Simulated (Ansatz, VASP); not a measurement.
## HgTe in VASP and in Ansatz

```
CELL_PARAMETERS angstrom
0.00000 3.07159 3.07159
3.07159 0.00000 3.07159
3.07159 3.07159 0.00000
ATOMIC_POSITIONS crystal
Hg 0.00000 0.00000 0.00000
Te 0.50000 0.50000 0.50000
```

Alike in both runs: functional PBE; k mesh 12 × 12 × 12; occupations gaussian, width 0.1 eV; no spin polarisation.

Ansatz relaxed the structure, and its values are those at the end. VASP's run is a single point on that final structure, the one shown.

```csv
,VASP,Ansatz
version,VASP 6.6.1,Ansatz 0.2.0
potentials or method,"VASP PAW PBE potentials, release 64 (Hg, Te), cutoff 520 eV","scalar-relativistic, plane waves, PAW"
valence electrons in the cell,18,36
```

VASP gave:

```
gap on the k mesh at the Fermi level (eV) : none
pressure (GPa)                            : 0.1
```

Problem. Which values does Ansatz return?

Solution. gap on the k mesh at the Fermi level (eV): none; pressure (GPa): 0.0.

A gap of «none» marks a metal or a gap that the smearing closes. The functional is the same, so the differences come from potentials, cutoffs and numerics. VASP's potentials hold 18 valence electrons a cell and Ansatz's 36, so a difference there can come from the potentials and not from the codes.

Neither program's run includes spin-orbit coupling.
